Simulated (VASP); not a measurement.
# BaTe (Fm-3m) in VASP: notebook

Runs on BaTe. Level: PBEsol. Tasks: electric field gradients.

Everything below comes from runs of VASP 6.6.1. Logs are shortened: lines on timing, memory, paths and dates and some standing lists are left out, and cuts for length are marked.

### Step 1. The cell of the first run

Symmetry: Fm-3m, No. 225, cubic system. Conventional cell: a = 6.865 Å, b = 6.865 Å, c = 6.865 Å, α = 90.00°, β = 90.00°, γ = 90.00°. Within 4.5 Å of Ba (site symmetry m-3m) lie 6 Te at 3.43 Å. Te (site symmetry m-3m) has 6 Ba at 3.43 Å within 4.5 Å.

### Step 2. Electric field gradients, PBEsol (40.44 Å³/atom)

Contents of INCAR:

```
SYSTEM = BaTe
ALGO = Normal
EDIFF = 1E-8
ENCUT = 520
GGA = PS
ISIF = 2
ISMEAR = -1
LASPH = .TRUE.
LCHARG = .FALSE.
LEFG = .TRUE.
LREAL = .FALSE.
LWAVE = .FALSE.
NBANDS = 15
NELM = 80
PREC = Accurate
SIGMA = 0.05
```

Contents of KPOINTS:

```
k-points
0
G
  10 10 10
  0 0 0
```

Contents of POSCAR:

```
BaTe
1.0
    0.0000000000      3.4325834396      3.4325834396
    3.4325834396      0.0000000000      3.4325834396
    3.4325834396      3.4325834396      0.0000000000
Ba Te
1 1
Direct
    0.0000000000      0.0000000000      0.0000000000
    0.5000000000      0.5000000000      0.5000000000
```

Potentials or basis: VASP PAW PBE potentials, release 64 (Ba_sv, Te).

On the command line:

```bash
$ cat potpaw_PBE.64/Ba_sv/POTCAR potpaw_PBE.64/Te/POTCAR > POTCAR
$ mpirun -np 1 vasp_std > vasp.out
```

OUTCAR:

```text
SYSTEM = BaTe
   EDIFF = 1E-8
   ENCUT = 520
   GGA = PS
   ISIF = 2
   ISMEAR = -1
   LASPH = .TRUE.
   LREAL = .FALSE.
   NELM = 80
   PREC = Accurate

 ion  position               nearest neighbor table
   1  0.000  0.000  0.000-   2 3.43   2 3.43   2 3.43   2 3.43   2 3.43   2 3.43
   2  0.500  0.500  0.500-   1 3.43   1 3.43   1 3.43   1 3.43   1 3.43   1 3.43

  LATTYP: Found a face centered cubic cell.
 ALAT       =     6.8651668792

  Lattice vectors:

 A1 = (   0.0000000000,   3.4325834396,   3.4325834396)
 A2 = (   3.4325834396,   0.0000000000,   3.4325834396)
 A3 = (   3.4325834396,   3.4325834396,   0.0000000000)

Analysis of symmetry for initial positions (statically):
=====================================================================
 Subroutine PRICEL returns:
 Original cell was already a primitive cell.

 Routine SETGRP: Setting up the symmetry group for a
 face centered cubic supercell.

 Subroutine GETGRP returns: Found 48 space group operations
 (whereof 48 operations were pure point group operations)
 out of a pool of 48 trial point group operations.

The static configuration has the point symmetry O_h .

Analysis of symmetry for dynamics (positions and initial velocities):
=====================================================================
 Subroutine PRICEL returns:
 Original cell was already a primitive cell.

 Routine SETGRP: Setting up the symmetry group for a
 face centered cubic supercell.

 Subroutine GETGRP returns: Found 48 space group operations
 (whereof 48 operations were pure point group operations)
 out of a pool of 48 trial point group operations.

The dynamic configuration has the point symmetry O_h .

 Subroutine INISYM returns: Found 48 space group operations
 (whereof 48 operations are pure point group operations),
 and found     1 'primitive' translations

----------------------------------------------------------------------------------------

                                     Primitive cell

  volume of cell :      80.8897

  direct lattice vectors                    reciprocal lattice vectors
     0.000000000  3.432583440  3.432583440    -0.145662883  0.145662883  0.145662883
     3.432583440  0.000000000  3.432583440     0.145662883 -0.145662883  0.145662883
     3.432583440  3.432583440  0.000000000     0.145662883  0.145662883 -0.145662883

  length of vectors
     4.854406054  4.854406054  4.854406054     0.252295514  0.252295514  0.252295514

  position of ions in fractional coordinates (direct lattice)
     0.000000000  0.000000000  0.000000000
     0.500000000  0.500000000  0.500000000

  ion indices of the primitive-cell ions
   primitive index   ion index
                 1           1
                 2           2

----------------------------------------------------------------------------------------

 KPOINTS: k-points

Automatic generation of k-mesh.
 Grid dimensions read from file:
 generate k-points for:   10   10   10

 Generating k-lattice:

  Cartesian coordinates                     Fractional coordinates (reciprocal lattice)
    -0.014566288  0.014566288  0.014566288     0.100000000  0.000000000  0.000000000
     0.014566288 -0.014566288  0.014566288     0.000000000  0.100000000  0.000000000
     0.014566288  0.014566288 -0.014566288     0.000000000  0.000000000  0.100000000

  Length of vectors
     0.025229551  0.025229551  0.025229551

  Shift w.r.t. Gamma in fractional coordinates (k-lattice)
     0.000000000  0.000000000  0.000000000

 Subroutine IBZKPT returns following result:
 ===========================================

 Found     47 irreducible k-points:

 Following reciprocal coordinates:
            Coordinates               Weight
  0.000000  0.000000  0.000000      1.000000
  0.100000  0.000000  0.000000      8.000000
  0.200000  0.000000  0.000000      8.000000
  0.300000  0.000000  0.000000      8.000000
  0.400000  0.000000  0.000000      8.000000
  0.500000  0.000000  0.000000      4.000000
[... 16 lines left out ...]
  0.300000  0.300000  0.000000      6.000000
  0.400000  0.300000  0.000000     24.000000
 [... further k-points ...]
   k-points           NKPTS =     47   k-points in BZ     NKDIM =     47   number of bands    NBANDS=     15
   number of dos      NEDOS =    301   number of ions     NIONS =      2
   total plane-waves  NPLWV =  46656
   dimension x,y,z NGX =    36 NGY =   36 NGZ =   36
   dimension x,y,z NGXF=    72 NGYF=   72 NGZF=   72
   ions per type =               1   1
   NGX,Y,Z   is equivalent  to a cutoff of  12.33, 12.33, 12.33 a.u.
   NGXF,Y,Z  is equivalent  to a cutoff of  24.66, 24.66, 24.66 a.u.
 SYSTEM =  BaTe
   PREC   = accura    normal or accurate (medium, high low for compatibility)
   ISTART =      0    job   : 0-new  1-cont  2-samecut
   ICHARG =      2    charge: 1-file 2-atom 10-const
   ISPIN  =      1    spin polarized calculation?
   LNONCOLLINEAR =      F non collinear calculations
   LSORBIT =      F    spin-orbit coupling
   LASPH  =      T    aspherical Exc in radial PAW
   ENCUT  =  520.0 eV  38.22 Ry    6.18 a.u.   9.03  9.03  9.03*2*pi/ulx,y,z
   NELM   =     80;   NELMIN=  2; NELMDL= -5     # of ELM steps
   EDIFF  = 0.1E-07   stopping-criterion for ELM
   LREAL  =      F    real-space projection
   EDIFFG = 0.1E-06   stopping-criterion for IOM
   NSW    =      0    number of steps for IOM
   IBRION =     -1    ionic relax: 0-MD 1-quasi-New 2-CG
   NFREE  =      0    steps in history (QN), initial steepest desc. (CG)
   ISIF   =      2    stress and relaxation
   ISYM   =      2    0-nonsym 1-usesym 2-fastsym
   POTIM  = 0.5000    time-step for ionic-motion
   TEBEG  =    0.0;   TEEND  =   0.0 temperature during run
   PSTRESS=    0.0 pullay stress
   NELECT =      16.0000    total number of electrons
   NUPDOWN=      -1.0000    fix difference up-down
   EMIN   =  10.00;   EMAX   =-10.00  energy-range for DOS
   EFERMI =   0.00;   METHOD = LEGACY
   ISMEAR =    -1;   SIGMA  =   0.05  broadening in eV -4-tet -1-fermi 0-gaus
   EFERMI_NEDOS =   21; number of points for ismear=-14 and -15
   IALGO  =     38    algorithm
   IMIX   =      4    mixing-type and parameters
     AMIX     =   0.40;   BMIX     =  1.00
     AMIX_MAG =   1.60;   BMIX_MAG =  1.00
  volume/ion in A,a.u.               =      40.44       272.94
  Fermi-wavevector in a.u.,A,eV,Ry     =   0.953858  1.802530 12.379194  0.909845
  Thomas-Fermi vector in A             =   2.082552
   LORBIT       =      0    0 simple, 1 ext, 2 COOP (PROOUT), +10 PAW based schemes
   GGA     = PS    functional components
   LHFCALC =     F    Hartree Fock is set to
   AEXX    =    0.0000 exact exchange contribution
   IVDW    =     0    specifies the selected vdW correction
   LEPSILON=     F    determine dielectric tensor
   LRPA    =     F    only Hartree local field effects (RPA)
 non-spin polarized calculation
  energy-cutoff  :      520.00
  volume of cell :       80.89
 maximum number of plane-waves:      2200
   NGX = 17   NGY = 17   NGZ = 17

 number of electron      15.9999999 magnetization

 Free energy of the ion-electron system (eV)
  ---------------------------------------------------
  ext. energy  EPLUGINS =         0.00000000
  ---------------------------------------------------
  free energy    TOTEN  =        -9.17445745 eV

  energy without entropy =       -9.17445742  energy(sigma->0) =       -9.17445744

 E-fermi :   3.1860     XC(G=0):  -8.6472

 val. band max:        2.5339693568   @ k =   0.0000   0.0000   0.0000
 cond. band min:       3.8239643475   @ k =   0.5000   0.5000   0.0000
 fundamental gap:      1.2899949907
 Fermi energy:         3.1860084619

 k-point     1 :       0.0000    0.0000    0.0000
  band No.  band energies     occupation
      1     -24.3040      2.00000
      2      -9.4582      2.00000
      3      -9.4582      2.00000
      4      -9.4582      2.00000
      5      -7.1817      2.00000
      6       2.5340      2.00000
      7       2.5340      2.00000
      8       2.5340      2.00000
      9       5.3525      0.00000
     10       5.3525      0.00000
     11       5.3525      0.00000
     12       5.5188      0.00000
     13       6.0632      0.00000
     14       6.0632      0.00000
     15       9.3675      0.00000
[... 397 lines left out ...]
 k-point    24 :       0.4000    0.3000    0.0000
  band No.  band energies     occupation
      1     -24.2840      2.00000
      2      -9.7672      2.00000
      3      -9.5509      2.00000
      4      -9.5395      2.00000
      5      -6.7671      2.00000
      6       0.9253      2.00000
      7       1.9367      2.00000
      8       2.0414      2.00000
      9       4.2734      0.00000
     10       7.0193      0.00000
     11       7.1572      0.00000
     12       8.0365      0.00000
     13       8.0608      0.00000
     14       9.3277      0.00000
     15      10.6955      0.00000

 [... further k-points ...]
[... 5 lines left out ...]
  --------------------------------------------------------------------------------------
  -------------------------------------------------------------------------------------
  Total        0.7950672      0.7950672      0.7950672      0.0000000      0.0000000     -0.0000000
  in kB       15.7478439     15.7478439     15.7478439      0.0000000      0.0000000     -0.0000000
  external PRESSURE =      15.7478439 kB  Pullay stress =       0.0000000 kB

 VOLUME and BASIS-vectors are now :
 -----------------------------------------------------------------------------
  energy-cutoff  :      520.00
  volume of cell :       80.89
      direct lattice vectors                 reciprocal lattice vectors
     0.000000000  3.432583440  3.432583440    -0.145662883  0.145662883  0.145662883
     3.432583440  0.000000000  3.432583440     0.145662883 -0.145662883  0.145662883
     3.432583440  3.432583440  0.000000000     0.145662883  0.145662883 -0.145662883

 POSITION                                       TOTAL-FORCE (eV/Angst)
 -----------------------------------------------------------------------------------
      0.00000      0.00000      0.00000         0.000000     -0.000000      0.000000
      3.43258      3.43258      3.43258        -0.000000      0.000000     -0.000000
 -----------------------------------------------------------------------------------
    total drift:                                0.000000      0.000000      0.000000

  FREE ENERGIE OF THE ION-ELECTRON SYSTEM (eV)
  ---------------------------------------------------
  free  energy   TOTEN  =        -9.1744574525 eV

  energy  without entropy=       -9.1744574189  energy(sigma->0) =       -9.17445744

 Electric field gradients (V/A^2)
---------------------------------------------------------------------
 ion       V_xx      V_yy      V_zz      V_xy      V_xz      V_yz
---------------------------------------------------------------------
   1       0.000     0.000    -0.000     0.000     0.000     0.000
   2       0.000     0.000    -0.000     0.000     0.000     0.000
---------------------------------------------------------------------

 Electric field gradients after diagonalization (V/A^2)
 (convention: |V_zz| > |V_xx| > |V_yy|)
----------------------------------------------------------------------
 ion       V_xx      V_yy      V_zz     asymmetry (V_yy - V_xx)/ V_zz
----------------------------------------------------------------------
   1      -0.000    -0.000     0.000       0.000
   2      -0.000    -0.000     0.000       0.000
----------------------------------------------------------------------

           NMR quadrupolar parameters

 Cq : quadrupolar parameter    Cq=e*Q*V_zz/h
 eta: asymmetry parameters     (V_yy - V_xx)/ V_zz
 Q  : nuclear electric quadrupole moment in mb (millibarn)
----------------------------------------------------------------------
 ion       Cq(MHz)       eta       Q (mb)
----------------------------------------------------------------------
   1       0.000       0.000       1.000
   2       0.000       0.000       1.000
----------------------------------------------------------------------
```

Run time: 28 s. Hardware: 1 thread of Intel Xeon Platinum 8559C (Emerald Rapids), shared host; peak memory 0.24 GiB.

Results:

| Item | Value |
| --- | --- |
| Free energy | -9.1745 eV |
| Pressure | 1.6 GPa |
| Band gap on the k mesh | 1.29 eV (least direct gap 1.68 eV) |
| Largest electric field gradient by atom | under 0.05 V/Å² on every atom |

Caveat: the PAW data sets were made with another functional, which shifts forces and pressure a little; spin-orbit coupling is left out, which moves the levels of the heavy elements.

### Step 3. Electric field gradients, PBEsol (41.24 Å³/atom)

This run uses another cell than the first one, of 41.24 Å³/atom.

Contents of INCAR:

```
SYSTEM = BaTe
ALGO = Normal ; EDIFF = 1E-8
ENCUT = 520 ; GGA = PS
ISIF = 2 ; ISMEAR = -1
LASPH = .TRUE. ; LCHARG = .FALSE.
LEFG = .TRUE. ; LREAL = .FALSE.
LWAVE = .FALSE. ; NBANDS = 15
NELM = 100 ; PREC = Accurate
SIGMA = 0.05
```

KPOINTS is that of step 2.

Contents of POSCAR:

```
BaTe
1.0
    0.0000000000      3.4548735670      3.4548735670
    3.4548735670      0.0000000000      3.4548735670
    3.4548735670      3.4548735670      0.0000000000
Ba Te
1 1
Direct
    0.0000000000      0.0000000000      0.0000000000
    0.5000000000      0.5000000000      0.5000000000
```

Potentials or basis: VASP PAW PBE potentials, release 64 (Ba_sv, Te).

On the command line:

```bash
$ cat potpaw_PBE.64/Ba_sv/POTCAR potpaw_PBE.64/Te/POTCAR > POTCAR
$ mpirun -np 1 vasp_std > vasp.out
```

OUTCAR:

```text
SYSTEM = BaTe
   EDIFF = 1E-8
   ENCUT = 520
   GGA = PS
   ISIF = 2
   ISMEAR = -1
   LASPH = .TRUE.
   LREAL = .FALSE.
   NELM = 100
   PREC = Accurate

 ion  position               nearest neighbor table
   1  0.000  0.000  0.000-   2 3.45   2 3.45   2 3.45   2 3.45   2 3.45   2 3.45
   2  0.500  0.500  0.500-   1 3.45   1 3.45   1 3.45   1 3.45   1 3.45   1 3.45

  LATTYP: Found a face centered cubic cell.
 ALAT       =     6.9097471340

  Lattice vectors:

 A1 = (   0.0000000000,   3.4548735670,   3.4548735670)
[... 644 lines left out ...]
  ---------------------------------------------------
  free  energy   TOTEN  =        -9.1864512204 eV

  energy  without entropy=       -9.1864511986  energy(sigma->0) =       -9.18645121

 Electric field gradients (V/A^2)
---------------------------------------------------------------------
 ion       V_xx      V_yy      V_zz      V_xy      V_xz      V_yz
---------------------------------------------------------------------
   1       0.000    -0.000     0.000     0.000     0.000     0.000
   2      -0.000    -0.000    -0.000     0.000     0.000     0.000
---------------------------------------------------------------------

 Electric field gradients after diagonalization (V/A^2)
 (convention: |V_zz| > |V_xx| > |V_yy|)
----------------------------------------------------------------------
 ion       V_xx      V_yy      V_zz     asymmetry (V_yy - V_xx)/ V_zz
----------------------------------------------------------------------
   1      -0.000    -0.000     0.000       0.000
   2      -0.000    -0.000     0.000       0.000
----------------------------------------------------------------------

           NMR quadrupolar parameters

 Cq : quadrupolar parameter    Cq=e*Q*V_zz/h
 eta: asymmetry parameters     (V_yy - V_xx)/ V_zz
 Q  : nuclear electric quadrupole moment in mb (millibarn)
----------------------------------------------------------------------
 ion       Cq(MHz)       eta       Q (mb)
----------------------------------------------------------------------
   1       0.000       0.000       1.000
   2       0.000       0.000       1.000
----------------------------------------------------------------------
```

OSZICAR:

```text
N       E                     dE             d eps       ncg     rms          rms(c)
DAV:   1     0.833308552762E+02    0.83331E+02   -0.63479E+03  1410   0.898E+02
DAV:   2    -0.420613866784E+01   -0.87537E+02   -0.80903E+02  1933   0.156E+02
DAV:   3    -0.917691108070E+01   -0.49708E+01   -0.49426E+01  1849   0.402E+01
DAV:   4    -0.929757259780E+01   -0.12066E+00   -0.12062E+00  1850   0.639E+00
DAV:   5    -0.930070780660E+01   -0.31352E-02   -0.31352E-02  1932   0.814E-01    0.383E+00
DAV:   6    -0.919329364576E+01    0.10741E+00   -0.10723E-01  1648   0.168E+00    0.250E+00
DAV:   7    -0.918442178418E+01    0.88719E-02   -0.85165E-02  1746   0.156E+00    0.750E-01
DAV:   8    -0.918619342188E+01   -0.17716E-02   -0.10475E-02  1571   0.593E-01    0.183E-01
DAV:   9    -0.918640574868E+01   -0.21233E-03   -0.60802E-04  1802   0.160E-01    0.509E-02
DAV:  10    -0.918644360537E+01   -0.37857E-04   -0.12564E-04  1739   0.720E-02    0.157E-02
DAV:  11    -0.918645357327E+01   -0.99679E-05   -0.29775E-05  1746   0.301E-02    0.174E-02
DAV:  12    -0.918645084260E+01    0.27307E-05   -0.92797E-06  1760   0.157E-02    0.965E-03
DAV:  13    -0.918645115372E+01   -0.31113E-06   -0.54242E-07  1683   0.471E-03    0.706E-04
DAV:  14    -0.918645118183E+01   -0.28111E-07   -0.21008E-08  1765   0.864E-04    0.429E-04
DAV:  15    -0.918645122393E+01   -0.42100E-07   -0.16510E-09  1111   0.275E-04    0.111E-04
DAV:  16    -0.918645122045E+01    0.34871E-08   -0.45778E-10  1006   0.141E-04
   1 F= -.91864512E+01 E0= -.91864512E+01  d E =-.218419E-07
```

It took 27 s on 1 thread of Intel Xeon Platinum 8559C (Emerald Rapids), shared host; peak memory 0.23 GiB.

Results:

```
Free energy                             : -9.1865 eV
Pressure                                : 0.9 GPa
Band gap on the k mesh                  : 1.34 eV (least direct gap 1.73 eV)
Largest electric field gradient by atom : under 0.05 V/Å² on every atom
```

Caveat: the PAW data sets were made with another functional, which shifts forces and pressure a little; spin-orbit coupling is left out, which moves the levels of the heavy elements.

(Part 1 of 2 ends here.)
